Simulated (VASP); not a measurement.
Set up this calculation in VASP 6.6.1, as the native input.

* Task: single point
* Functional: PBE
* Potentials or basis: VASP PAW PBE potentials, release 64 (Sr_sv, Yb)
* Cutoff: 520 eV
* k mesh: 3 × 3 × 4
* Occupations: gaussian, width 0.2 eV
* Spin: no spin polarisation
* Dipole correction: no
* Further INCAR settings: ALGO = Normal; EDIFF = 1e-06; NBANDS = 40

The structure of Sr4Yb lies in POSCAR:

```
Sr4Yb
1.0
    7.9633709017      0.0000000000      0.0000000000
    0.0000000000      7.9633709017      0.0000000000
    0.0000000000      0.0000000000      3.9904640240
Sr Yb
4 1
Direct
    0.6313031014      0.2060285376      0.1908517409
    0.3686968986      0.7939714624      0.1908517409
    0.2060285376      0.3686968986      0.8091482591
    0.7939714624      0.6313031014      0.8091482591
    0.0000000000      0.0000000000      0.5000000000
```

The cell was built from a structure type or drawn by symmetry, and may not be a known phase.

The input as run:

INCAR

```
ALGO = Normal
EDIFF = 1E-6
ENCUT = 520
GGA = PE
ISIF = 2
ISMEAR = 0
LASPH = T
LCHARG = F
LREAL = F
LWAVE = F
NBANDS = 40
NELM = 100
PREC = Accurate
SIGMA = 0.2
```

KPOINTS

```
k-points
0
Gamma
  3 3 4
```

Potentials or basis: VASP PAW PBE potentials, release 64 (Sr_sv, Yb).

Launch:

```console
$ cat potpaw_PBE.64/Sr_sv/POTCAR potpaw_PBE.64/Yb/POTCAR > POTCAR
$ mpirun -np 1 vasp_std > vasp.out
```

It gave:

The pressure is 0.4 GPa. The largest force is 0.022 eV/Å and the band gap on the k mesh is zero (bands 32 and 33 overlap by 0.12 eV).

Caveat: the k points lie up to 0.39 Å⁻¹ apart; spin-orbit coupling is left out, which moves the levels of the heavy elements.

It took 7.8 min on 1 thread of AMD EPYC 9R45 96-Core Processor (Zen 5), with other jobs on the host, peak memory 0.34 GiB.
